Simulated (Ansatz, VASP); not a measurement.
One calculation of NaHF2, two programs

```
Na H F
1.0
     1.69388    0.97796    4.63887
    -1.69388    0.97796    4.63887
     0.00000   -1.95592    4.63887
Na H F
1 1 2
Direct
  0.00000 0.00000 0.00000
  0.50000 0.50000 0.50000
  0.41000 0.41000 0.41000
  0.59000 0.59000 0.59000
```

Change from the starting cell: equal xx and yy strain of -2 %.

Alike in both runs: task single point; functional LDA; k mesh 10 × 10 × 10; occupations fermi-dirac, width 0.02 eV; no spin polarisation.

|  | VASP | Ansatz |
| --- | --- | --- |
| version | VASP 6.6.1 | Ansatz 0.2.0 |
| potentials or method | VASP PAW LDA potentials, release 64 (Na_pv, H, F), cutoff 520 eV | all-electron LAPW, scalar-relativistic |

|  | VASP | Ansatz | Ansatz less VASP |
| --- | --- | --- | --- |
| gap on the k mesh at the Fermi level (eV) | 6.41 | 6.44 | +0.025 |
| pressure (GPa) | -6.0 | -6.0 | +0.04 |
| traceless stress, the component that is largest in VASP (GPa) | -11.81 | -12.19 | -0.378 |
| rms of the force components (eV/Å) | 0.911 | 0.929 | +0.0186 |

LDA's correlation is that of Perdew and Zunger in VASP and of Perdew and Wang (1992) in Ansatz. Atom by atom the forces differ by 0.019 eV/Å (rms over components). Ansatz ran all-electron here, and VASP with PAW potentials.
